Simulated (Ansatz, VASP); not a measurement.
One calculation of SiC, two programs

Contents of INCAR:

```
SYSTEM = SiC
PREC = Accurate ; ENCUT = 520
EDIFF = 1E-8 ; ISMEAR = -1
SIGMA = 0.08 ; LREAL = .False.
LASPH = .True. ; NELM = 80
ALGO = Normal ; ISIF = 2
LWAVE = .False. ; LCHARG = .False.
GGA = PS ; LEFG = .True.
NBANDS = 16
```

KPOINTS

```
regular mesh
0
Gamma
  15 15 8
  0 0 0
```

Contents of POSCAR:

```
SiC
1.0
    3.0657105101      0.0000000000      0.0000000000
   -1.5328552551      2.6549831825      0.0000000000
    0.0000000000      0.0000000000      5.0311169308
Si C
2 2
Direct
    0.3333333333      0.6666666667      0.0000000000
    0.6666666667      0.3333333333      0.5000000000
    0.3333333333      0.6666666667      0.3850000000
    0.6666666667      0.3333333333      0.8850000000
```

Input for Ansatz:

```yaml
crystal:
  lattice:
    - [3.0657105101, 0.0, 0.0]
    - [-1.5328552551, 2.6549831825, 0.0]
    - [0.0, 0.0, 5.0311169308]
  atoms:
    - { symbol: Si, position: [0.3333333333, 0.6666666667, 0.0] }
    - { symbol: Si, position: [0.6666666667, 0.3333333333, 0.5] }
    - { symbol: C, position: [0.3333333333, 0.6666666667, 0.385] }
    - { symbol: C, position: [0.6666666667, 0.3333333333, 0.885] }
kpoints:
  mp_grid: { grid: [15, 15, 8] }
scf:
  occupations: { method: fermi_dirac, width: 0.08 }
hamiltonian:
  xc: pbesol
  pseudopotentials: { kind: paw }
output:
  forces: true
  stress: true
  eigenvalues: true
  efg: { contact_densities: true }
```

Change from the starting cell: volume scaled by 0.99, PAW files.

Alike in both runs: task electric field gradients; functional PBEsol; k mesh 15 × 15 × 8; occupations fermi-dirac, width 0.08 eV; no spin polarisation.

|  | VASP | Ansatz |
| --- | --- | --- |
| version | VASP 6.6.1 | Ansatz 0.2.0 |
| potentials or method | VASP PAW PBE potentials, release 64 (Si, C) | PAW with Ansatz's default frozen-core files, scalar-relativistic |
| plane-wave cutoff (eV) | 520 | 420 |
| valence electrons in the cell | 16 | 16 |

|  | VASP | Ansatz | Ansatz less VASP |
| --- | --- | --- | --- |
| pressure (GPa) | 2.9 | 2.5 | -0.36 |
| traceless stress, the component that is largest in VASP (GPa) | -3.58 | -3.53 | +0.049 |
| rms of the force components (eV/Å) | 0.443 | 0.441 | -0.0022 |
| size of Vzz on the site where it differs most (V/Å²) | 17.4 | 16.8 | -0.59 |

VASP's potentials were made for PBE, not for PBEsol. Atom by atom the forces differ by 0.002 eV/Å (rms over components). The functional is the same, so the differences come from potentials, cutoffs and numerics.
